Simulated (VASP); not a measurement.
# Cu (Fd-3m) in VASP: a series of runs, part 2 of 2

VASP 6.6.1. Earlier steps stand in the parts before.

### Step 4. Relaxation of cell and atoms, r2SCAN

This run uses another cell than the first one, of 15.35 Å³/atom.

POSCAR

```
Cu
1.0
    0.0000000000      2.4850000000      2.4850000000
    2.4850000000      0.0000000000      2.4850000000
    2.4850000000      2.4850000000      0.0000000000
Cu
2
Direct
    1.0000000000      1.0000000000      1.0000000000
    0.2500000000      0.2500000000      0.2500000000
```

INCAR.step1

```
ALGO = Normal
EDIFF = 1E-5
EDIFFG = -0.005
ENCUT = 660
GGA = PE
GGA_COMPAT = False
IBRION = 2
ISIF = 3
ISMEAR = -1
LASPH = True
LCHARG = False
LREAL = False
LWAVE = True
NELM = 120
NELMIN = 4
NSW = 100
PREC = Accurate
SIGMA = 0.1
```

INCAR.step2

```
ALGO = Normal
EDIFF = 1E-7
EDIFFG = -0.03
ENCUT = 660
GGA_COMPAT = False
IBRION = 2
ISIF = 3
ISMEAR = -1
ISTART = 1
LASPH = True
LCHARG = False
LMIXTAU = True
LREAL = False
LWAVE = False
METAGGA = R2SCAN
NELM = 120
NELMIN = 4
NSW = 80
PREC = Accurate
SIGMA = 0.1
```

KPOINTS

```
k-points
0
Gamma
  9 9 9
```

Potentials or basis: VASP PAW PBE potentials, release 64 (Cu).

Run with:

```
> cat potpaw_PBE.64/Cu/POTCAR > POTCAR
> cp INCAR.step1 INCAR
> mpirun -np 1 vasp_std > vasp.out
> cp INCAR.step2 INCAR
> mpirun -np 1 vasp_std > vasp.out
```

OUTCAR:

```text
EDIFF = 1E-7
   EDIFFG = -0.03
   ENCUT = 660
   IBRION = 2
   ISIF = 3
   ISMEAR = -1
   ISTART = 1
   LASPH = True
   LREAL = False
   METAGGA = R2SCAN
   NELM = 120
   NELMIN = 4
   NSW = 80
   PREC = Accurate

 ion  position               nearest neighbor table
   1  0.000  0.000  0.000-   2 2.15   2 2.15   2 2.15   2 2.15
   2  0.250  0.250  0.250-   1 2.15   1 2.15   1 2.15   1 2.15

  LATTYP: Found a face centered cubic cell.
 ALAT       =     4.9700000000

  Lattice vectors:

 A1 = (   0.0000000000,   2.4850000000,   2.4850000000)
 A2 = (   2.4850000000,   0.0000000000,   2.4850000000)
 A3 = (   2.4850000000,   2.4850000000,   0.0000000000)

Analysis of symmetry for initial positions (statically):
=====================================================================
 Subroutine PRICEL returns:
 Original cell was already a primitive cell.

 Routine SETGRP: Setting up the symmetry group for a
 face centered cubic supercell.

[... 191 lines left out ...]
     12      16.4998      0.00000
     13      16.4998      0.00000
     14      16.4998      0.00000
[... 486 lines left out ...]
--------------------------------------- Ionic step        3  -------------------------------------------

 number of electron      21.9999982 magnetization

 Free energy of the ion-electron system (eV)
  ---------------------------------------------------
  ext. energy  EPLUGINS =         0.00000000
  ---------------------------------------------------
  free energy    TOTEN  =       -19.43645688 eV

  energy without entropy =      -19.41751200  energy(sigma->0) =      -19.42698444

 E-fermi :   3.1012     XC(G=0): -10.7333

 val. band max:        3.0571031486   @ k =  -0.3333   0.4444   0.2222
 cond. band min:       3.1703699927   @ k =   0.4444   0.0000   0.0000
 fundamental gap:      0.1132668442
 Fermi energy:         3.1011732454

 k-point     1 :       0.0000    0.0000    0.0000
  band No.  band energies     occupation
      1      -3.6133      2.00000
      2      -0.1894      2.00000
      3      -0.1894      2.00000
      4      -0.1894      2.00000
      5      -0.1827      2.00000
      6      -0.1827      2.00000
      7       1.0356      2.00000
      8       1.0356      2.00000
      9       1.0356      2.00000
     10       1.7159      2.00000
     11       1.7159      2.00000
     12      13.5964      0.00000
     13      13.5964      0.00000
     14      13.5964      0.00000
[... 444 lines left out ...]
  FREE ENERGIE OF THE ION-ELECTRON SYSTEM (eV)
  ---------------------------------------------------
  free  energy   TOTEN  =       -19.4364568779 eV

  energy  without entropy=      -19.4175120027  energy(sigma->0) =      -19.42698444

 reached required accuracy - stopping structural energy minimisation
```

OUTCAR.step1:

```text
EDIFF = 1E-5
   EDIFFG = -0.005
   ENCUT = 660
   GGA = PE
   IBRION = 2
   ISIF = 3
   ISMEAR = -1
   LASPH = True
   LREAL = False
   NELM = 120
   NELMIN = 4
   NSW = 100
   PREC = Accurate
[... 724 lines left out ...]
      2      -0.1732      2.00000
      3      -0.1732      2.00000
      4      -0.1732      2.00000
      5      -0.1531      2.00000
      6      -0.1531      2.00000
      7       0.9150      2.00000
      8       0.9150      2.00000
      9       0.9150      2.00000
     10       1.5528      1.99999
     11       1.5528      1.99999
     12      12.5048      0.00000
     13      12.5048      0.00000
     14      12.5048      0.00000
[... 444 lines left out ...]
  FREE ENERGIE OF THE ION-ELECTRON SYSTEM (eV)
  ---------------------------------------------------
  free  energy   TOTEN  =        -5.4131513205 eV

  energy  without entropy=       -5.3916602478  energy(sigma->0) =       -5.40240578

 reached required accuracy - stopping structural energy minimisation
```

Run time: 6.9 min. Hardware: 1 thread of Intel Xeon Platinum 8259CL at 2.50GHz (Skylake/Cascade Lake), shared host; peak memory 0.19 GiB.

Results:

```yaml
Free_energy: -19.4365 eV
Relaxed_volume: 18.14 Å³/atom
Relaxed_cell: a = 3.716 Å, b = 3.716 Å, c = 3.716 Å, α = 60.00°, β = 60.00°, γ = 60.00°
Space_group_after_relaxing_to_0.1_Å: Fd-3m (No. 227)
Energy_gained_by_relaxing: 123.4 meV/atom
Ionic_steps: 3
Pressure_after_relaxing: 0.1 GPa
Band_gap_on_the_k_mesh: zero (bands 11 and 12 overlap by 0.73 eV)
```

Step by step:
```tsv
step	energy change (eV)	largest force (eV/Å)	pressure (GPa)	volume (Å³)
1	0.0000	0.0000	16.48	30.69
2	-0.2290	0.0000	-2.91	38.25
3	-0.2468	0.0000	0.12	36.28
```

Final structure:
```
CELL_PARAMETERS angstrom
0.00000 2.62757 2.62757
2.62757 0.00000 2.62757
2.62757 2.62757 0.00000
ATOMIC_POSITIONS crystal
Cu 0.00000 0.00000 0.00000
Cu 0.25000 0.25000 0.25000
```

Caveat: the volume moved by over 15 % at a fixed basis, so the end points are rough; the PAW data sets were made with another functional, which shifts forces and pressure a little.

### Step 5. Relaxation of cell and atoms, r2SCAN, target pressure 15 GPa, at which the enthalpy is minimised

This run uses another cell than the first one, of 15.35 Å³/atom.

POSCAR is that of step 4.

INCAR.step1

```
PREC     = Accurate       # precision mode
ENCUT    = 660            # plane-wave cutoff, eV
ISMEAR   = -1             # smearing method
SIGMA    = 0.1            # smearing width, eV
LREAL    = False          # projectors in reciprocal space
LASPH    = True           # aspherical terms in the spheres
NELM     = 120            # most SCF steps
GGA      = PE             # functional
ALGO     = Normal         # electronic algorithm
EDIFF    = 1E-5           # SCF threshold, eV
LWAVE    = True           # write WAVECAR
LCHARG   = False          # write CHGCAR
GGA_COMPAT= False        
IBRION   = 2              # ionic algorithm
ISIF     = 3              # what is computed and relaxed
EDIFFG   = -0.005         # ionic threshold
NELMIN   = 4            
NSW      = 100            # ionic steps
```

INCAR.step2

```
PREC     = Accurate       # precision mode
ENCUT    = 660            # plane-wave cutoff, eV
EDIFF    = 1E-7           # SCF threshold, eV
ISMEAR   = -1             # smearing method
SIGMA    = 0.1            # smearing width, eV
LREAL    = False          # projectors in reciprocal space
LASPH    = True           # aspherical terms in the spheres
NELM     = 120            # most SCF steps
ALGO     = Normal         # electronic algorithm
ISIF     = 3              # what is computed and relaxed
LWAVE    = False          # write WAVECAR
LCHARG   = False          # write CHGCAR
METAGGA  = R2SCAN         # meta-GGA
LMIXTAU  = True         
IBRION   = 2              # ionic algorithm
NSW      = 80             # ionic steps
EDIFFG   = -0.03          # ionic threshold
PSTRESS  = 150.0        
ISTART   = 1            
GGA_COMPAT= False        
NELMIN   = 4
```

KPOINTS

```
regular mesh
0
Gamma
  9 9 9
```

Run with:

```
> cat potpaw_PBE.64/Cu/POTCAR > POTCAR
> cp INCAR.step1 INCAR
> mpirun -np 1 vasp_std > vasp.out
> cp INCAR.step2 INCAR
> mpirun -np 1 vasp_std > vasp.out
```

It took 6.2 min on 1 thread of Intel Xeon Platinum 8259CL at 2.50GHz (Skylake/Cascade Lake), shared host; peak memory 0.19 GiB.

Results (log left out):

```
Free energy                                                : -19.2253 eV
Relaxed volume                                             : 15.53 Å³/atom
Relaxed cell                                               : a = 3.528 Å, b = 3.528 Å, c = 3.528 Å, α = 60.00°, β = 60.00°, γ = 60.00°
Space group after relaxing (to 0.1 Å)                      : Fd-3m (No. 227)
Energy change on relaxing (the run minimises the enthalpy) : -17.8 meV/atom
Ionic steps                                                : 3
Pressure after relaxing                                    : 14.9 GPa
Band gap on the k mesh                                     : zero (bands 11 and 12 overlap by 0.82 eV)
```

Step by step:
```tsv
step	energy change (eV)	largest force (eV/Å)	pressure (GPa)	volume (Å³)
1	0.0000	0.0000	16.48	30.69
2	-0.0601	0.0000	13.68	31.33
3	-0.0357	0.0000	14.91	31.05
```

Final structure:
```
Cu
1.0
     0.00000    2.49476    2.49476
     2.49476    0.00000    2.49476
     2.49476    2.49476    0.00000
Cu
2
Cartesian
  0.0000 0.0000 0.0000
  1.2474 1.2474 1.2474
```

Levels at points of the mesh, in eV from the Fermi level:
| k point | band 9 | band 10 | band 11 | band 12 | band 13 | band 14 |
| --- | --- | --- | --- | --- | --- | --- |
| (0.00, 0.00, 0.00) | -2.41 | -1.52 | -1.52 | 11.76 | 11.76 | 11.76 |

Caveat: the cell is relaxed towards a set pressure, so the run minimises the enthalpy, not the energy; the PAW data sets were made with another functional, which shifts forces and pressure a little.

### Step 6. Overview

```tsv
task	cell	gap on the mesh (eV)	pressure (GPa)
single point	a = 3.524 Å, angles 60.0°, 2 atoms	none	15.4
single point	a = 3.712 Å, angles 60.0°, 2 atoms	none	0.3
relaxation of cell and atoms	relaxed from a = 3.514 Å, angles 60.0°, 2 atoms	none	0.1
relaxation of cell and atoms	relaxed to 15 GPa from a = 3.514 Å, angles 60.0°, 2 atoms	none	14.9
```

Alike in all rows: level r2SCAN; potentials or basis VASP PAW PBE potentials, release 64 (Cu); no spin polarisation; k mesh 9 × 9 × 9; cutoff (eV) 660; smearing fermi-dirac 0.1 eV.

Caveats: the PAW data sets were made with another functional, which shifts forces and pressure a little; the cell stands under pressure (at least some runs); the volume moved by over 15 % at a fixed basis, so the end points are rough (at least some runs); the cell is relaxed towards a set pressure, so the run minimises the enthalpy, not the energy (at least some runs).

Total energies depend on the potentials used, so only differences within one code and one set of settings carry meaning.
